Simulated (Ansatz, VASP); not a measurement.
HfTi3O8: VASP beside Ansatz

```
Hf Ti O
1.0
     5.12916    0.00000    0.00000
     0.00000    5.12916    0.00000
     0.00000    0.00000    5.12916
Hf Ti O
1 3 8
Direct
  0.50000 0.50000 0.50000
  0.50000 0.00000 0.00000
  0.00000 0.00000 0.50000
  0.00000 0.50000 0.00000
  0.75000 0.25000 0.25000
  0.25000 0.25000 0.75000
  0.75000 0.75000 0.75000
  0.25000 0.75000 0.25000
  0.25000 0.75000 0.75000
  0.75000 0.75000 0.25000
  0.25000 0.25000 0.25000
  0.75000 0.25000 0.75000
```

Alike in both runs: task single point; functional PBE; k mesh 4 × 4 × 4; occupations gaussian, width 0.1 eV; collinear spin.

|  | VASP | Ansatz |
| --- | --- | --- |
| version | VASP 6.6.1 | Ansatz 0.2.0 |
| potentials or method | VASP PAW PBE potentials, release 64 (Hf_pv, Ti_sv, O), cutoff 600 eV | scalar-relativistic, plane waves, PAW |
| valence electrons in the cell | 94 | 110 |

Ansatz gave:

| Property | Result |
| --- | --- |
| gap on the k mesh at the Fermi level (eV) | 1.01 |
| least direct gap on the mesh (eV) | 1.01 |
| pressure (GPa) | -23.9 |
| net moment per atom (μB) | 0.00 |

Q: What did VASP give for the same quantities?

A: gap on the k mesh at the Fermi level (eV): 1.00; least direct gap on the mesh (eV): 1.00; pressure (GPa): -24.6; net moment per atom (μB): 0.00.

VASP's potentials hold 94 valence electrons a cell and Ansatz's 110, so a difference there can come from the potentials and not from the codes. Ansatz's warnings: seeded moment not kept.

Spin-orbit coupling is off throughout.
